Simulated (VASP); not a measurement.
# Be2S in VASP: notebook

The runs below take Be2S through single point, relaxation of cell and atoms, with PBE.

Everything below comes from runs of VASP 6.6.1. Logs are shortened: lines on timing, memory, paths and dates and some standing lists are left out, and cuts for length are marked.

### 1 The cell of the first run

It takes space group P-4m2 (No. 115, tetragonal). The conventional cell has a = 3.158 Å, b = 3.158 Å, c = 3.938 Å, α = 90.00°, β = 90.00°, γ = 90.00°. Be (site symmetry 2mm) has 2 S at 2.05 Å and 4 Be at 2.60 Å within 2.7 Å. Within 2.7 Å of S (site symmetry -4m2) lie 4 Be at 2.05 Å.

### 2 Single point, PBE

File INCAR:

```
PREC = Accurate
ENCUT = 520
EDIFF = 1E-6
ISMEAR = 0
SIGMA = 0.1
LREAL = F
LASPH = T
NELM = 100
ALGO = Normal
ISIF = 2
LWAVE = F
LCHARG = F
GGA = PE
NBANDS = 12
```

File KPOINTS:

```
regular mesh
0
Gamma
  6 6 4
```

File POSCAR:

```
Be2S
1.0
    3.1582296731      0.0000000000      0.0000000000
    0.0000000000      3.1582296731      0.0000000000
    0.0000000000      0.0000000000      3.9384698026
Be S
2 1
Direct
    0.0000000000      0.5000000000      0.1685558058
    0.5000000000      0.0000000000      0.8314441942
    0.5000000000      0.5000000000      0.5000000000
```

Potentials or basis: VASP PAW PBE potentials, release 64 (Be, S).

Launch:

```
$ cat potpaw_PBE.64/Be/POTCAR potpaw_PBE.64/S/POTCAR > POTCAR
$ mpirun -np 1 vasp_std > vasp.out
```

OUTCAR:

```text
PREC = Accurate
   ENCUT = 520
   EDIFF = 1E-6
   ISMEAR = 0
   LREAL = F
   LASPH = T
   NELM = 100
   ISIF = 2
   GGA = PE

 ion  position               nearest neighbor table
   1  0.000  0.500  0.169-   3 2.05   3 2.05
   2  0.500  0.000  0.831-   3 2.05   3 2.05
   3  0.500  0.500  0.500-   1 2.05   2 2.05   2 2.05   1 2.05

  LATTYP: Found a simple tetragonal cell.
 ALAT       =     3.1582296731
 C/A-ratio  =     1.2470498381

  Lattice vectors:

 A1 = (   3.1582296731,   0.0000000000,   0.0000000000)
 A2 = (   0.0000000000,   3.1582296731,   0.0000000000)
 A3 = (   0.0000000000,   0.0000000000,   3.9384698026)

Analysis of symmetry for initial positions (statically):
=====================================================================
 Subroutine PRICEL returns:
 Original cell was already a primitive cell.

 Routine SETGRP: Setting up the symmetry group for a
 simple tetragonal supercell.

 Subroutine GETGRP returns: Found  8 space group operations
 (whereof  8 operations were pure point group operations)
 out of a pool of 16 trial point group operations.

The static configuration has the point symmetry D_2d.

Analysis of symmetry for dynamics (positions and initial velocities):
=====================================================================
 Subroutine PRICEL returns:
 Original cell was already a primitive cell.

 Routine SETGRP: Setting up the symmetry group for a
 simple tetragonal supercell.

 Subroutine GETGRP returns: Found  8 space group operations
 (whereof  8 operations were pure point group operations)
 out of a pool of 16 trial point group operations.

The dynamic configuration has the point symmetry D_2d.

 Subroutine INISYM returns: Found  8 space group operations
 (whereof  8 operations are pure point group operations),
 and found     1 'primitive' translations

----------------------------------------------------------------------------------------

                                     Primitive cell

  volume of cell :      39.2839

  direct lattice vectors                    reciprocal lattice vectors
     3.158229673  0.000000000  0.000000000     0.316633084  0.000000000  0.000000000
     0.000000000  3.158229673  0.000000000     0.000000000  0.316633084  0.000000000
     0.000000000  0.000000000  3.938469803     0.000000000  0.000000000  0.253905717

  length of vectors
     3.158229673  3.158229673  3.938469803     0.316633084  0.316633084  0.253905717

  position of ions in fractional coordinates (direct lattice)
     0.000000000  0.500000000  0.168555806
     0.500000000  0.000000000  0.831444194
     0.500000000  0.500000000  0.500000000

  ion indices of the primitive-cell ions
   primitive index   ion index
                 1           1
                 2           2
                 3           3

----------------------------------------------------------------------------------------

 KPOINTS: regular mesh

Automatic generation of k-mesh.
 Grid dimensions read from file:
 generate k-points for:    6    6    4

 Generating k-lattice:

  Cartesian coordinates                     Fractional coordinates (reciprocal lattice)
     0.052772181  0.000000000  0.000000000     0.166666667  0.000000000  0.000000000
     0.000000000  0.052772181  0.000000000     0.000000000  0.166666667  0.000000000
     0.000000000  0.000000000  0.063476429     0.000000000  0.000000000  0.250000000

  Length of vectors
     0.052772181  0.052772181  0.063476429

  Shift w.r.t. Gamma in fractional coordinates (k-lattice)
     0.000000000  0.000000000  0.000000000

 Subroutine IBZKPT returns following result:
 ===========================================

 Found     30 irreducible k-points:

 Following reciprocal coordinates:
            Coordinates               Weight
  0.000000  0.000000  0.000000      1.000000
  0.166667  0.000000  0.000000      4.000000
  0.333333  0.000000  0.000000      4.000000
  0.500000  0.000000  0.000000      2.000000
  0.166667  0.166667  0.000000      4.000000
  0.333333  0.166667  0.000000      8.000000
[... 16 lines left out ...]
  0.333333  0.000000  0.500000      4.000000
  0.500000  0.000000  0.500000      2.000000
 [... further k-points ...]
   k-points           NKPTS =     30   k-points in BZ     NKDIM =     30   number of bands    NBANDS=     12
   number of dos      NEDOS =    301   number of ions     NIONS =      3
   total plane-waves  NPLWV =  17280
   dimension x,y,z NGX =    24 NGY =   24 NGZ =   30
   dimension x,y,z NGXF=    48 NGYF=   48 NGZF=   60
   ions per type =               2   1
   NGX,Y,Z   is equivalent  to a cutoff of  12.63, 12.63, 12.66 a.u.
   NGXF,Y,Z  is equivalent  to a cutoff of  25.27, 25.27, 25.33 a.u.
 SYSTEM =  unknown system
   PREC   = accura    normal or accurate (medium, high low for compatibility)
   ISTART =      0    job   : 0-new  1-cont  2-samecut
   ICHARG =      2    charge: 1-file 2-atom 10-const
   ISPIN  =      1    spin polarized calculation?
   LNONCOLLINEAR =      F non collinear calculations
   LSORBIT =      F    spin-orbit coupling
   LASPH  =      T    aspherical Exc in radial PAW
   ENCUT  =  520.0 eV  38.22 Ry    6.18 a.u.   5.87  5.87  7.32*2*pi/ulx,y,z
   NELM   =    100;   NELMIN=  2; NELMDL= -5     # of ELM steps
   EDIFF  = 0.1E-05   stopping-criterion for ELM
   LREAL  =      F    real-space projection
   EDIFFG = 0.1E-04   stopping-criterion for IOM
   NSW    =      0    number of steps for IOM
   IBRION =     -1    ionic relax: 0-MD 1-quasi-New 2-CG
   NFREE  =      0    steps in history (QN), initial steepest desc. (CG)
   ISIF   =      2    stress and relaxation
   ISYM   =      2    0-nonsym 1-usesym 2-fastsym
   POTIM  = 0.5000    time-step for ionic-motion
   TEBEG  =    0.0;   TEEND  =   0.0 temperature during run
   PSTRESS=    0.0 pullay stress
   NELECT =      10.0000    total number of electrons
   NUPDOWN=      -1.0000    fix difference up-down
   EMIN   =  10.00;   EMAX   =-10.00  energy-range for DOS
   EFERMI =   0.00;   METHOD = LEGACY
   ISMEAR =     0;   SIGMA  =   0.10  broadening in eV -4-tet -1-fermi 0-gaus
   EFERMI_NEDOS =   21; number of points for ismear=-14 and -15
   IALGO  =     38    algorithm
   IMIX   =      4    mixing-type and parameters
     AMIX     =   0.40;   BMIX     =  1.00
     AMIX_MAG =   1.60;   BMIX_MAG =  1.00
  volume/ion in A,a.u.               =      13.09        88.37
  Fermi-wavevector in a.u.,A,eV,Ry     =   1.037536  1.960659 14.646413  1.076481
  Thomas-Fermi vector in A             =   2.171978
   LORBIT       =      0    0 simple, 1 ext, 2 COOP (PROOUT), +10 PAW based schemes
   GGA     = PE    functional components
   LHFCALC =     F    Hartree Fock is set to
   AEXX    =    0.0000 exact exchange contribution
   IVDW    =     0    specifies the selected vdW correction
   LEPSILON=     F    determine dielectric tensor
   LRPA    =     F    only Hartree local field effects (RPA)
 non-spin polarized calculation
 Gauss-broadening in eV      SIGMA  =   0.10
  energy-cutoff  :      520.00
  volume of cell :       39.28
 maximum number of plane-waves:      1088
 NGX is ok and might be reduce to    24
   NGX = 11   NGY = 11   NGZ = 15

 number of electron      10.0000003 magnetization

 Free energy of the ion-electron system (eV)
  ---------------------------------------------------
  ext. energy  EPLUGINS =         0.00000000
  ---------------------------------------------------
  free energy    TOTEN  =       -11.74128084 eV

  energy without entropy =      -11.73885133  energy(sigma->0) =      -11.74006608

 E-fermi :   5.2822     XC(G=0):  -9.8100

 val. band max:        5.2634897442   @ k =   0.5000   0.1667   0.0000
 cond. band min:       5.3565232833   @ k =   0.1667   0.0000   0.5000
 fundamental gap:      0.0930335390
 Fermi energy:         5.2822099485

 k-point     1 :       0.0000    0.0000    0.0000
  band No.  band energies     occupation
      1      -9.7967      2.00000
      2       0.2122      2.00000
      3       1.8540      2.00000
      4       2.6530      2.00000
      5       2.6530      2.00000
      6       9.0062      0.00000
      7       9.9049      0.00000
      8      12.4775      0.00000
      9      12.4775      0.00000
     10      12.9574      0.00000
     11      12.9574      0.00000
     12      14.3904      0.00000

 k-point     2 :       0.1667    0.0000    0.0000
  band No.  band energies     occupation
      1      -9.5760      2.00000
      2       0.3595      2.00000
      3       0.9205      2.00000
      4       2.4169      2.00000
      5       2.8371      2.00000
      6       9.3620      0.00000
      7      10.5347      0.00000
      8      11.5051      0.00000
      9      11.9744      0.00000
     10      12.2677      0.00000
     11      13.1441      0.00000
     12      15.5898      0.00000

 k-point     3 :       0.3333    0.0000    0.0000
  band No.  band energies     occupation
      1      -9.0505      2.00000
      2      -1.1994      2.00000
      3       0.7505      2.00000
      4       3.2564      2.00000
      5       3.3608      2.00000
      6       7.2926      0.00000
      7       9.7487      0.00000
      8      10.8278      0.00000
      9      11.5278      0.00000
     10      13.5721      0.00000
     11      14.7214      0.00000
     12      16.5534      0.00000

 k-point     4 :       0.5000    0.0000    0.0000
  band No.  band energies     occupation
      1      -8.7231      2.00000
      2      -2.1193      2.00000
      3       0.9498      2.00000
      4       3.5008      2.00000
      5       5.0025      1.99992
      6       5.0336      1.99956
      7       9.1701      0.00000
      8      11.0273      0.00000
      9      11.1823      0.00000
     10      13.8206      0.00000
     11      14.4501      0.00000
     12      16.6461      0.00000

 k-point     5 :       0.1667    0.1667    0.0000
  band No.  band energies     occupation
      1      -9.3588      2.00000
      2       0.5189      2.00000
      3       0.9006      2.00000
      4       1.5168      2.00000
      5       2.8075      2.00000
      6       9.5684      0.00000
      7      10.2837      0.00000
      8      11.7596      0.00000
      9      12.0409      0.00000
     10      12.2022      0.00000
     11      12.6626      0.00000
     12      15.0868      0.00000
[... 228 lines left out ...]
      1      -9.4412      2.00000
      2      -2.8436      2.00000
      3       3.1875      2.00000
      4       3.1875      2.00000
      5       6.1858      0.00000
      6       8.6219      0.00000
      7       8.6219      0.00000
      8       9.5570      0.00000
      9      10.0919      0.00000
     10      14.6798      0.00000
     11      15.2582      0.00000
     12      15.6389      0.00000

 k-point    22 :       0.1667    0.0000    0.5000
  band No.  band energies     occupation
      1      -9.2227      2.00000
      2      -2.5892      2.00000
      3       1.6052      2.00000
      4       3.3333      2.00000
      5       5.3565      0.29328
      6       8.2066      0.00000
      7       8.9678      0.00000
      8      10.5535      0.00000
      9      11.7873      0.00000
     10      15.0661      0.00000
     11      15.3688      0.00000
     12      16.1169      0.00000

 k-point    23 :       0.3333    0.0000    0.5000
  band No.  band energies     occupation
      1      -8.7060      2.00000
      2      -1.9277      2.00000
      3      -0.5507      2.00000
      4       3.4222      2.00000
      5       3.6535      2.00000
      6       8.6635      0.00000
      7       9.9725      0.00000
      8      11.4677      0.00000
      9      13.6775      0.00000
     10      14.0664      0.00000
     11      14.9446      0.00000
     12      16.0341      0.00000

 k-point    24 :       0.5000    0.0000    0.5000
  band No.  band energies     occupation
      1      -8.3875      2.00000
      2      -1.4789      2.00000
      3      -1.4353      2.00000
      4       2.4114      2.00000
      5       3.8311      2.00000
      6       9.0846      0.00000
      7      11.3038      0.00000
      8      11.8655      0.00000
      9      12.0418      0.00000
     10      13.5428      0.00000
     11      15.1750      0.00000
     12      15.8713      0.00000

 [... further k-points ...]
[... 5 lines left out ...]
  --------------------------------------------------------------------------------------
  -------------------------------------------------------------------------------------
  Total       -0.0159918     -0.0159918      0.1530346      0.0000000      0.0000000      0.0000000
  in kB       -0.6522185     -0.6522185      6.2414464      0.0000000      0.0000000      0.0000000
  external PRESSURE =       1.6456698 kB  Pullay stress =       0.0000000 kB

 VOLUME and BASIS-vectors are now :
 -----------------------------------------------------------------------------
  energy-cutoff  :      520.00
  volume of cell :       39.28
      direct lattice vectors                 reciprocal lattice vectors
     3.158229673  0.000000000  0.000000000     0.316633084  0.000000000  0.000000000
     0.000000000  3.158229673  0.000000000     0.000000000  0.316633084  0.000000000
     0.000000000  0.000000000  3.938469803     0.000000000  0.000000000  0.253905717

 POSITION                                       TOTAL-FORCE (eV/Angst)
 -----------------------------------------------------------------------------------
      0.00000      1.57911      0.66385         0.000000     -0.000000     -0.051204
      1.57911      0.00000      3.27462        -0.000000     -0.000000      0.051204
      1.57911      1.57911      1.96923         0.000000      0.000000      0.000000
 -----------------------------------------------------------------------------------
    total drift:                               -0.000000     -0.000000     -0.000000

  FREE ENERGIE OF THE ION-ELECTRON SYSTEM (eV)
  ---------------------------------------------------
  free  energy   TOTEN  =       -11.7412808425 eV

  energy  without entropy=      -11.7388513252  energy(sigma->0) =      -11.74006608
```

It took 6.2 s on 1 thread of AMD EPYC 9R45 (Zen 5), shared host; peak memory 0.11 GiB.

What came out:

```yaml
Free_energy: -11.7413 eV
Pressure: 0.2 GPa
Largest_force: 0.051 eV/Å
Band_gap_on_the_k_mesh: zero (band 5 reaches 6.19 eV, above the bottom of band 6 at 5.03 eV)
```

Forces in eV/Å, atoms in the order of the input:
```
Be   0.000  0.000 -0.051
Be   0.000  0.000  0.051
S    0.000  0.000  0.000
```

Caveat: the k points lie up to 0.40 Å⁻¹ apart.

(Continued in part 2 of 2.)
